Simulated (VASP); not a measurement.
# MoS2 in VASP: notebook

MoS2 is run at these levels: PBE+D3(BJ); tasks: single point.

Everything below comes from runs of VASP 6.6.1. Logs are shortened: lines on timing, memory, paths and dates and some standing lists are left out, and cuts for length are marked.

### 1 The cell of the first run

The cell holds a slab with vacuum, 3 atoms: a = 3.163 Å, b = 3.163 Å, c = 23.003 Å, α = 90.00°, β = 90.00°, γ = 120.00°.

### 2 Single point, PBE+D3(BJ), collinear spin

File INCAR:

```
SYSTEM = MoS2
ALGO = Normal
DIPOL = 0.5 0.5 0.500
EDIFF = 1E-6
ENCUT = 520
GGA = PE
IDIPOL = 3
ISIF = 2
ISMEAR = 0
ISPIN = 2
IVDW = 12
LASPH = .True.
LCHARG = .False.
LDIPOL = .True.
LMAXMIX = 4
LORBIT = 11
LREAL = .False.
LWAVE = .False.
MAGMOM = 0 0 1
NBANDS = 24
NELM = 150
PREC = Accurate
SIGMA = 0.05
```

File KPOINTS:

```
k-points
0
Gamma
  12 12 1
  0 0 0
```

File POSCAR:

```
MoS2
1.0
    3.1630007100      0.0000000000      0.0000000000
   -1.5815003600      2.7392389700      0.0000000000
    0.0000000000      0.0000000000     23.0034932494
S Mo
2 1
Direct
    0.3333333300      0.6666666700      0.4347165838
    0.3333333300      0.6666666700      0.5652834162
    0.6666666700      0.3333333300      0.5000133124
```

Potentials or basis: VASP PAW PBE potentials, release 64 (S, Mo_sv).

Command:

```bash
> cat potpaw_PBE.64/S/POTCAR potpaw_PBE.64/Mo_sv/POTCAR > POTCAR
> mpirun -np 1 vasp_std > vasp.out
```

OUTCAR:

```text
SYSTEM = MoS2
   EDIFF = 1E-6
   ENCUT = 520
   GGA = PE
   ISIF = 2
   ISMEAR = 0
   ISPIN = 2
   IVDW = 12
   LASPH = .True.
   LORBIT = 11
   LREAL = .False.
   NELM = 150
   PREC = Accurate
 IVDW          = 12

 ion  position               nearest neighbor table
   1  0.333  0.667  0.435-   3 2.36   3 2.36   3 2.36
   2  0.333  0.667  0.565-   3 2.36   3 2.36   3 2.36
   3  0.667  0.333  0.500-   2 2.36   2 2.36   2 2.36   1 2.36   1 2.36   1 2.36

  LATTYP: Found a hexagonal cell.
 ALAT       =     3.1630007100
 C/A-ratio  =     7.2726803939

  Lattice vectors:

 A1 = (   3.1630007100,   0.0000000000,   0.0000000000)
 A2 = (  -1.5815003600,   2.7392389700,   0.0000000000)
 A3 = (   0.0000000000,   0.0000000000,  23.0034932494)

Analysis of symmetry for initial positions (statically):
=====================================================================
 Subroutine PRICEL returns:
 Original cell was already a primitive cell.

 Routine SETGRP: Setting up the symmetry group for a
 hexagonal supercell.

 Subroutine GETGRP returns: Found  6 space group operations
 (whereof  6 operations were pure point group operations)
 out of a pool of 24 trial point group operations.

The static configuration has the point symmetry C_3v.

Analysis of symmetry for dynamics (positions and initial velocities):
=====================================================================
 Subroutine PRICEL returns:
 Original cell was already a primitive cell.

 Routine SETGRP: Setting up the symmetry group for a
 hexagonal supercell.

 Subroutine GETGRP returns: Found  6 space group operations
 (whereof  6 operations were pure point group operations)
 out of a pool of 24 trial point group operations.

The dynamic configuration has the point symmetry C_3v.

Analysis of structural, dynamic, and magnetic symmetry:
=====================================================================
 Subroutine PRICEL returns:
 Original cell was already a primitive cell.

 Routine SETGRP: Setting up the symmetry group for a
 hexagonal supercell.

 Subroutine GETGRP returns: Found  6 space group operations
 (whereof  6 operations were pure point group operations)
 out of a pool of 24 trial point group operations.

The overall configuration has the point symmetry C_3v.

 Subroutine INISYM returns: Found  6 space group operations
 (whereof  6 operations are pure point group operations),
 and found     1 'primitive' translations

----------------------------------------------------------------------------------------

                                     Primitive cell

  volume of cell :     199.3072

  direct lattice vectors                    reciprocal lattice vectors
     3.163000710  0.000000000  0.000000000     0.316155478  0.182532450  0.000000000
    -1.581500360  2.739238970  0.000000000     0.000000000  0.365064900  0.000000000
     0.000000000  0.000000000 23.003493249     0.000000000  0.000000000  0.043471658

  length of vectors
     3.163000710  3.163000715 23.003493249     0.365064900  0.365064900  0.043471658

  position of ions in fractional coordinates (direct lattice)
     0.333333330  0.666666670  0.434716584
     0.333333330  0.666666670  0.565283416
     0.666666670  0.333333330  0.500013312

  ion indices of the primitive-cell ions
   primitive index   ion index
                 1           1
                 2           2
                 3           3

----------------------------------------------------------------------------------------

 KPOINTS: k-points

Automatic generation of k-mesh.
 Grid dimensions read from file:
 generate k-points for:   12   12    1

 Generating k-lattice:

  Cartesian coordinates                     Fractional coordinates (reciprocal lattice)
     0.026346290  0.015211038  0.000000000     0.083333333  0.000000000  0.000000000
     0.000000000  0.030422075  0.000000000     0.000000000  0.083333333  0.000000000
     0.000000000  0.000000000  0.043471658     0.000000000  0.000000000  1.000000000

  Length of vectors
     0.030422075  0.030422075  0.043471658

  Shift w.r.t. Gamma in fractional coordinates (k-lattice)
     0.000000000  0.000000000  0.000000000

 Subroutine IBZKPT returns following result:
 ===========================================

 Found     19 irreducible k-points:

 Following reciprocal coordinates:
            Coordinates               Weight
  0.000000  0.000000  0.000000      1.000000
  0.083333  0.000000  0.000000      6.000000
  0.166667  0.000000  0.000000      6.000000
  0.250000  0.000000  0.000000      6.000000
  0.333333  0.000000  0.000000      6.000000
  0.416667  0.000000  0.000000      6.000000
[... 11 lines left out ...]
  0.333333  0.250000  0.000000     12.000000
  0.333333  0.333333  0.000000      2.000000
   k-points           NKPTS =     19   k-points in BZ     NKDIM =     19   number of bands    NBANDS=     24
   number of dos      NEDOS =    301   number of ions     NIONS =      3
   total plane-waves  NPLWV = 103680
   dimension x,y,z NGX =    24 NGY =   24 NGZ =  180
   dimension x,y,z NGXF=    48 NGYF=   48 NGZF=  360
   ions per type =               2   1
   NGX,Y,Z   is equivalent  to a cutoff of  12.61, 12.61, 13.01 a.u.
   NGXF,Y,Z  is equivalent  to a cutoff of  25.23, 25.23, 26.02 a.u.
 SYSTEM =  MoS2
   PREC   = accura    normal or accurate (medium, high low for compatibility)
   ISTART =      0    job   : 0-new  1-cont  2-samecut
   ICHARG =      2    charge: 1-file 2-atom 10-const
   ISPIN  =      2    spin polarized calculation?
   LNONCOLLINEAR =      F non collinear calculations
   LSORBIT =      F    spin-orbit coupling
   LASPH  =      T    aspherical Exc in radial PAW
   ENCUT  =  520.0 eV  38.22 Ry    6.18 a.u.   5.88  5.88 42.77*2*pi/ulx,y,z
   NELM   =    150;   NELMIN=  2; NELMDL= -5     # of ELM steps
   EDIFF  = 0.1E-05   stopping-criterion for ELM
   LREAL  =      F    real-space projection
   EDIFFG = 0.1E-04   stopping-criterion for IOM
   NSW    =      0    number of steps for IOM
   IBRION =     -1    ionic relax: 0-MD 1-quasi-New 2-CG
   NFREE  =      0    steps in history (QN), initial steepest desc. (CG)
   ISIF   =      2    stress and relaxation
   ISYM   =      2    0-nonsym 1-usesym 2-fastsym
   POTIM  = 0.5000    time-step for ionic-motion
   TEBEG  =    0.0;   TEEND  =   0.0 temperature during run
   PSTRESS=    0.0 pullay stress
   NELECT =      26.0000    total number of electrons
   NUPDOWN=      -1.0000    fix difference up-down
   EMIN   =  10.00;   EMAX   =-10.00  energy-range for DOS
   EFERMI =   0.00;   METHOD = LEGACY
   ISMEAR =     0;   SIGMA  =   0.05  broadening in eV -4-tet -1-fermi 0-gaus
   EFERMI_NEDOS =   21; number of points for ismear=-14 and -15
   IALGO  =     38    algorithm
   IMIX   =      4    mixing-type and parameters
     AMIX     =   0.40;   BMIX     =  1.00
     AMIX_MAG =   1.60;   BMIX_MAG =  1.00
  volume/ion in A,a.u.               =      66.44       448.33
  Fermi-wavevector in a.u.,A,eV,Ry     =   0.830281  1.569003  9.379395  0.689366
  Thomas-Fermi vector in A             =   1.942971
   LORBIT       =     11    0 simple, 1 ext, 2 COOP (PROOUT), +10 PAW based schemes
   GGA     = PE    functional components
   LHFCALC =     F    Hartree Fock is set to
   AEXX    =    0.0000 exact exchange contribution
   IVDW    =    12    specifies the selected vdW correction
   LEPSILON=     F    determine dielectric tensor
   LRPA    =     F    only Hartree local field effects (RPA)
 spin polarized calculation
 Gauss-broadening in eV      SIGMA  =   0.05
  energy-cutoff  :      520.00
  volume of cell :      199.31
 maximum number of plane-waves:      5398
 NGX is ok and might be reduce to    24
   NGX = 11   NGY = 11   NGZ = 85

 dipolmoment           0.000000      0.000000     -0.000016 electrons x Angstroem

 number of electron      26.0000000 magnetization       0.0000136

 dipolmoment           0.000000      0.000000      0.000029 electrons x Angstroem

 Free energy of the ion-electron system (eV)
  ---------------------------------------------------
  ext. energy  EPLUGINS =         0.00000000
  ---------------------------------------------------
  free energy    TOTEN  =       -21.75847135 eV

  energy without entropy =      -21.75847135  energy(sigma->0) =      -21.75847135

 E-fermi :  -1.9468     XC(G=0):  -3.3071

 val. band max:       -2.3475094085   @ k =   0.0000   0.0000   0.0000
 cond. band min:      -0.9780043233   @ k =   0.3333   0.3333   0.0000
 fundamental gap:      1.3695050852
 Fermi energy:        -1.9468053663

 spin component 1

 k-point     1 :       0.0000    0.0000    0.0000
  band No.  band energies     occupation
      1     -63.3388      1.00000
      2     -37.5127      1.00000
      3     -37.3004      1.00000
      4     -37.3004      1.00000
      5     -16.8720      1.00000
      6     -15.3283      1.00000
[... 502 lines left out ...]
     23       9.1469      0.00000
     24       9.3008      0.00000
 Fermi energy:        -1.9468053663

 spin component 2

 k-point     1 :       0.0000    0.0000    0.0000
  band No.  band energies     occupation
      1     -63.3388      1.00000
      2     -37.5127      1.00000
      3     -37.3004      1.00000
      4     -37.3004      1.00000
      5     -16.8720      1.00000
      6     -15.3283      1.00000
[... 502 lines left out ...]
     23       9.1469      0.00000
     24       9.3037      0.00000

------------------------ aborting loop because EDIFF is reached ----------------------------------------

 vacuum level on the upper side and lower side of the slab       (xc-potential included)        -0.119        -0.119

 Edisp (eV)   -0.96587

 E8    (eV) :    -0.4181

  FORCE on cell =-STRESS in cart. coord.  units (eV):
  Direction    XX          YY          ZZ          XY          YZ          ZX
  --------------------------------------------------------------------------------------
  -------------------------------------------------------------------------------------
  Total       1.09139     1.09139     3.79486    -0.00000    -0.00000     0.00000
  in kB       8.77338     8.77338    30.50585    -0.00000    -0.00000     0.00000
  external pressure =       16.02 kB  Pullay stress =        0.00 kB

 VOLUME and BASIS-vectors are now :
 -----------------------------------------------------------------------------
  energy-cutoff  :      520.00
  volume of cell :      199.31
      direct lattice vectors                 reciprocal lattice vectors
     3.163000710  0.000000000  0.000000000     0.316155478  0.182532450  0.000000000
    -1.581500360  2.739238970  0.000000000     0.000000000  0.365064900  0.000000000
     0.000000000  0.000000000 23.003493249     0.000000000  0.000000000  0.043471658

 POSITION                                       TOTAL-FORCE (eV/Angst)
 -----------------------------------------------------------------------------------
     -0.00000      1.82616     10.00000        -0.000000      0.000000     -1.266621
     -0.00000      1.82616     13.00349         0.000000     -0.000000      1.277332
      1.58150      0.91308     11.50205         0.000000      0.000000     -0.010711
 -----------------------------------------------------------------------------------
    total drift:                               -0.000013      0.000008      0.000001

  FREE ENERGIE OF THE ION-ELECTRON SYSTEM (eV)
  ---------------------------------------------------
  free  energy   TOTEN  =       -22.7243389581 eV

  energy  without entropy=      -22.7243389581  energy(sigma->0) =      -22.72433896

 vacuum level on the upper side and lower side of the slab         3.330         3.329

 total charge

# of ion       s       p       d       tot
------------------------------------------
    1        1.362   2.370   0.000   3.732
    2        1.362   2.370   0.000   3.732
    3        2.306   6.241   4.028  12.575
--------------------------------------------------
tot          5.030  10.982   4.028  20.039

 magnetization (x)

# of ion       s       p       d       tot
------------------------------------------
    1       -0.000  -0.000   0.000  -0.000
    2       -0.000  -0.000   0.000  -0.000
    3        0.000   0.000   0.000   0.000
--------------------------------------------------
tot         -0.000  -0.000   0.000  -0.000
```

It took 2.1 min on 1 thread of Intel Xeon 6975P-C (Granite Rapids), shared host; peak memory 0.47 GiB.

What came out:

```
Free energy                                           : -22.7243 eV
Largest force                                         : 1.277 eV/Å
Band gap on the k mesh                                : 1.37 eV (least direct gap 1.63 eV)
Net moment                                            : 0.00 μB per cell
Valence electrons inside the program's atomic spheres : S 3.73; Mo 12.57
Dispersion energy per atom                            : -0.322 eV
```

Forces in eV/Å, atoms in the order of the input:
```
S    0.000  0.000 -1.267
S    0.000  0.000  1.277
Mo   0.000  0.000 -0.011
```

### 3 Single point, PBE+D3(BJ)

File INCAR:

```
SYSTEM = MoS2
PREC     = Accurate       ! precision mode
ENCUT    = 520            ! plane-wave cutoff, eV
EDIFF    = 1E-7           ! SCF threshold, eV
ISMEAR   = 0              ! smearing method
SIGMA    = 0.05           ! smearing width, eV
LREAL    = .False.        ! projectors in reciprocal space
LASPH    = .True.         ! aspherical terms in the spheres
NELM     = 60             ! most SCF steps
ALGO     = Normal         ! electronic algorithm
ISIF     = 2              ! what is computed and relaxed
LWAVE    = .False.        ! write WAVECAR
LCHARG   = .False.        ! write CHGCAR
LDIPOL   = .True.       
IDIPOL   = 3            
DIPOL    = 0.5 0.5 0.500
GGA      = PE             ! functional
IVDW     = 12             ! dispersion correction
NBANDS   = 20             ! bands
```

File KPOINTS:

```
regular mesh
0
Gamma
  30 30 1
  0 0 0
```

File POSCAR:

```
MoS2
1.0
    3.1539428618      0.0000000029      0.0000000000
   -1.5769714334      2.7313946390      0.0000000000
    0.0000000000      0.0000000000     23.1348385593
S Mo
2 1
Direct
    0.3333333333      0.6666666667      0.4322485318
    0.3333333333      0.6666666667      0.5677514682
    0.6666666667      0.3333333333      0.5000001455
```

Potentials or basis: VASP PAW PBE potentials, release 64 (S, Mo_sv).

Command:

```bash
> cat potpaw_PBE.64/S/POTCAR potpaw_PBE.64/Mo_sv/POTCAR > POTCAR
> mpirun -np 1 vasp_std > vasp.out
```

OUTCAR:

```text
SYSTEM = MoS2
   PREC = Accurate
   ENCUT = 520
   EDIFF = 1E-7
   ISMEAR = 0
   LREAL = .False.
   LASPH = .True.
   NELM = 60
   ISIF = 2
   GGA = PE
   IVDW = 12
 IVDW          = 12

 ion  position               nearest neighbor table
   1  0.333  0.667  0.432-   3 2.40   3 2.40   3 2.40
   2  0.333  0.667  0.568-   3 2.40   3 2.40   3 2.40
   3  0.667  0.333  0.500-   2 2.40   2 2.40   2 2.40   1 2.40   1 2.40   1 2.40

  LATTYP: Found a hexagonal cell.
 ALAT       =     3.1539428618
[... 755 lines left out ...]

  FORCE on cell =-STRESS in cart. coord.  units (eV):
  Direction    XX          YY          ZZ          XY          YZ          ZX
  --------------------------------------------------------------------------------------
  -------------------------------------------------------------------------------------
  Total      -0.03546    -0.03546    -0.06160    -0.00000    -0.00000    -0.00000
  in kB      -0.28509    -0.28509    -0.49519    -0.00000    -0.00000    -0.00000
  external pressure =       -0.36 kB  Pullay stress =        0.00 kB

 VOLUME and BASIS-vectors are now :
 -----------------------------------------------------------------------------
  energy-cutoff  :      520.00
  volume of cell :      199.30
      direct lattice vectors                 reciprocal lattice vectors
     3.153942862  0.000000003  0.000000000     0.317063448  0.183056668  0.000000000
    -1.576971433  2.731394639  0.000000000    -0.000000000  0.366113335  0.000000000
     0.000000000  0.000000000 23.134838559     0.000000000  0.000000000  0.043224853

 POSITION                                       TOTAL-FORCE (eV/Angst)
 -----------------------------------------------------------------------------------
     -0.00000      1.82093     10.00000         0.000000     -0.000000      0.011334
     -0.00000      1.82093     13.13484         0.000000      0.000000     -0.011334
      1.57697      0.91046     11.56742        -0.000000      0.000000      0.000000
 -----------------------------------------------------------------------------------
    total drift:                               -0.000000      0.000000     -0.011276

  FREE ENERGIE OF THE ION-ELECTRON SYSTEM (eV)
  ---------------------------------------------------
  free  energy   TOTEN  =       -22.8017884678 eV

  energy  without entropy=      -22.8017884678  energy(sigma->0) =      -22.80178847

 vacuum level on the upper side and lower side of the slab         3.342         3.343
```

OSZICAR:

```text
N       E                     dE             d eps       ncg     rms          rms(c)
DAV:   1     0.149577758996E+03    0.14958E+03   -0.13428E+04  5000   0.102E+03
DAV:   2    -0.118058968810E+02   -0.16138E+03   -0.15807E+03  5052   0.224E+02
DAV:   3    -0.231543218597E+02   -0.11348E+02   -0.11264E+02  4780   0.534E+01
[... 16 lines left out ...]
DAV:  20    -0.218438314190E+02   -0.33713E-05   -0.91955E-08  3328   0.984E-04    0.472E-04
DAV:  21    -0.218438328958E+02   -0.14768E-05   -0.35976E-08  3328   0.444E-04    0.147E-04
DAV:  22    -0.218438334067E+02   -0.51088E-06   -0.10521E-08  2992   0.256E-04    0.130E-04
DAV:  23    -0.218438335084E+02   -0.10166E-06   -0.16345E-09  2672   0.145E-04    0.405E-05
DAV:  24    -0.218438335326E+02   -0.24234E-07   -0.22589E-10  2464   0.597E-05
   1 F= -.22801788E+02 E0= -.22801788E+02  d E =-.118631E-17
```

It took 4.1 min on 1 thread of Intel Xeon 6975P-C (Granite Rapids), shared host; peak memory 0.54 GiB.

What came out:

| Item | Value |
| --- | --- |
| Free energy | -22.8018 eV |
| Largest force | 0.011 eV/Å |
| Band gap on the k mesh | 1.78 eV |
| Dispersion energy per atom | -0.319 eV |

Forces on the atoms (eV/Å):
```
S    0.000  0.000  0.011
S    0.000  0.000 -0.011
Mo   0.000  0.000  0.000
```
